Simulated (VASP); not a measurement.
Input of a VASP 6.6.1 run:

POSCAR

```
MoS2
1.0
    3.2682105272      0.0000000000      0.0000000000
   -1.6341052636      2.8303533414      0.0000000000
    0.0000000000      0.0000000000     12.2860915468
Mo S
2 4
Direct
    0.3333333333      0.6666666667      0.2500000000
    0.6666666667      0.3333333333      0.7500000000
    0.6666666667      0.3333333333      0.3742473743
    0.6666666667      0.3333333333      0.1257526257
    0.3333333333      0.6666666667      0.8742473743
    0.3333333333      0.6666666667      0.6257526257
```

The input INCAR.step1:

```
ALGO = Normal ; EDIFF = 1E-4
ENCUT = 520 ; GGA = PE
ISMEAR = 0 ; LASPH = T
LCHARG = F ; LREAL = F
LWAVE = T ; NBANDS = 35
NELM = 80 ; PREC = Accurate
SIGMA = 0.01
```

File INCAR.step2:

```
ALGO = Normal ; EDIFF = 1E-7
ENCUT = 520 ; ISIF = 2
ISMEAR = 0 ; ISTART = 1
LASPH = T ; LCHARG = F
LMIXTAU = T ; LREAL = F
LWAVE = F ; METAGGA = R2SCAN
NBANDS = 35 ; NELM = 80
PREC = Accurate ; SIGMA = 0.01
```

KPOINTS

```
k-points
0
Gamma
  12 12 2
```

Potentials or basis: VASP PAW PBE potentials, release 64 (Mo_sv, S).

Command:

```bash
$ cat potpaw_PBE.64/Mo_sv/POTCAR potpaw_PBE.64/S/POTCAR > POTCAR
$ cp INCAR.step1 INCAR
$ mpirun -np 1 vasp_std > vasp.out
$ cp INCAR.step2 INCAR
$ mpirun -np 1 vasp_std > vasp.out
```

Task: Predict the band gap on the k mesh.

Result: 0.51 eV, indirect (least direct gap 1.44 eV).

Task: Predict the pressure.

Result: -4.1 GPa.

Task: What does it give for the largest force?

Result: 0.050 eV/Å.

Forces on the atoms (eV/Å):
```
Mo   0.000  0.000  0.000
Mo   0.000  0.000  0.000
S    0.000  0.000 -0.050
S    0.000  0.000  0.050
S    0.000  0.000 -0.050
S    0.000  0.000  0.050
```

Caveat: the cell differs from its parent crystal (epitaxial xy strain +3.0%); the PAW data sets were made with another functional, which shifts forces and pressure a little. A k mesh can miss the band edges.
